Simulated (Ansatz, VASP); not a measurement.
**One calculation of Si3N4, two programs**

```xyz
14
Lattice="0.0000 3.8937 3.8937 3.8937 0.0000 3.8937 3.8937 3.8937 0.0000" Properties=species:S:1:pos:R:3 pbc="T T T"
Si    2.9203    2.9203    4.8671
Si    2.9203    4.8671    2.9203
Si    4.8671    2.9203    2.9203
Si    4.8671    4.8671    4.8671
Si    1.9469    1.9469    1.9469
Si    0.0000    0.0000    0.0000
N     6.7561    6.7561    6.7561
N     2.9782    4.8092    4.8092
N     4.8092    4.8092    2.9782
N     4.8092    2.9782    4.8092
N     4.9251    4.9251    6.7561
N     4.9251    6.7561    4.9251
N     2.9782    2.9782    2.9782
N     6.7561    4.9251    4.9251
```

Alike in both runs: task relaxation of cell and atoms; functional PBEsol; k mesh 6 × 6 × 6; occupations gaussian, width 0.02 eV; no spin polarisation.

|  | VASP | Ansatz |
| --- | --- | --- |
| version | VASP 6.6.1 | Ansatz 0.2.0 |
| potentials or method | VASP PAW PBE potentials, release 64 (Si, N), cutoff 600 eV | scalar-relativistic, plane waves, PAW |
| valence electrons in the cell | 64 | 64 |

```csv
,VASP,Ansatz,Ansatz less VASP
"gap on the k mesh at the Fermi level, each at its own relaxed structure (eV)",3.28,3.29,+0.007
relaxed volume (Å³/atom),8.30,8.29,-0.006
relaxed cell length with the largest relative difference (Å),5.477,5.475,-0.0013
```

VASP's potentials were made for PBE, not for PBEsol, and Ansatz warns of the same on its side.
